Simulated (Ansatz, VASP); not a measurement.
TiAl: VASP beside Ansatz

```
CELL_PARAMETERS angstrom
2.78044 0.00000 0.00000
0.00000 3.46774 0.00000
0.00000 0.00000 3.12409
ATOMIC_POSITIONS crystal
Ti 0.00000 0.00000 0.00000
Al 0.50000 0.50000 0.50000
```

Change from the starting cell: normal strain along x -0.1100, normal strain along y +0.1100.

Alike in both runs: task single point; functional LDA; k mesh 14 × 14 × 14; occupations gaussian, width 0.15 eV; no spin polarisation.

|  | VASP | Ansatz |
| --- | --- | --- |
| version | VASP 6.6.1 | Ansatz 0.2.0 |
| potentials or method | VASP PAW LDA potentials, release 64 (Ti_sv, Al), cutoff 520 eV | scalar-relativistic, plane waves, PAW |
| valence electrons in the cell | 15 | 15 |

|  | VASP | Ansatz | Ansatz less VASP |
| --- | --- | --- | --- |
| gap on the k mesh at the Fermi level (eV) | none | none | - |
| pressure (GPa) | 2.5 | 2.3 | -0.16 |
| traceless stress, the component that is largest in VASP (GPa) | -6.22 | -6.23 | -0.006 |

Ansatz warns that its potentials were made for another functional, while VASP's fit it. LDA's correlation is that of Perdew and Zunger in VASP and of Perdew and Wang (1992) in Ansatz. A gap of «none» marks a metal or a gap that the smearing closes.
